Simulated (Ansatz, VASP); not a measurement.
# Two plane-wave programs on Pt

```xyz
2
Lattice="0.0000 2.4466 2.4466 2.4466 0.0000 2.4466 2.4466 2.4466 0.0000" Properties=species:S:1:pos:R:3 pbc="T T T"
Pt   -0.6117   -0.6117   -0.6117
Pt    0.6117    0.6117    0.6117
```

Change from the starting cell: volume scaled by 0.65, PAW files.

Alike in both runs: task single point; functional LDA; k mesh 12 × 12 × 12; occupations fermi-dirac, width 0.1 eV; no spin polarisation.

```csv
,VASP,Ansatz
version,VASP 6.6.1,Ansatz 0.2.0
potentials or method,"VASP PAW LDA potentials, release 64 (Pt)","PAW with Ansatz's default frozen-core files, scalar-relativistic"
plane-wave cutoff (eV),520,420
valence electrons in the cell,20,36
```

```tsv
	VASP	Ansatz	Ansatz less VASP
pressure (GPa)	177.7	187.4	+9.69
```

LDA's correlation is that of Perdew and Zunger in VASP and of Perdew and Wang (1992) in Ansatz. Both programs put the cell under a high pressure, so it lies far from rest at this level. VASP's potentials hold 20 valence electrons a cell and Ansatz's 36, so a difference there can come from the potentials and not from the codes.

Neither program's run includes spin-orbit coupling. Noted on VASP's run: the cell as given lies far from equilibrium.
